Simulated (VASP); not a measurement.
Here is a VASP 6.6.1 calculation.

The input INCAR:

```
SYSTEM = TiAl
ALGO = Normal ; EDIFF = 1E-7
ENCUT = 520 ; ISIF = 2
ISMEAR = 0 ; LASPH = .True.
LCHARG = .False. ; LREAL = .False.
LWAVE = .False. ; NBANDS = 14
NELM = 60 ; PREC = Accurate
SIGMA = 0.15
```

The input KPOINTS:

```
k-points
0
Gamma
  16 16 16
  0 0 0
```

The input POSCAR:

```
TiAl
1.0
    3.1550351989      0.0000000000      0.0000000000
    0.0000000000      3.1550351989      0.0000000000
    0.0000000000      0.0000000000      3.1550351989
Ti Al
1 1
Direct
    0.0000000000      0.0000000000      0.0000000000
    0.5000000000      0.5000000000      0.5000000000
```

Potentials or basis: VASP PAW LDA potentials, release 64 (Ti_sv, Al).

Command:

```bash
$ cat potpaw_LDA.64/Ti_sv/POTCAR potpaw_LDA.64/Al/POTCAR > POTCAR
$ mpirun -np 1 vasp_std > vasp.out
```

(1) Predict the band gap on the k mesh.

(2) What does it give for the pressure?

Results:

(1) zero (an odd number of electrons rules out a gap without spin polarisation).

(2) -3.2 GPa.

Caveat: the cell stands under tension.
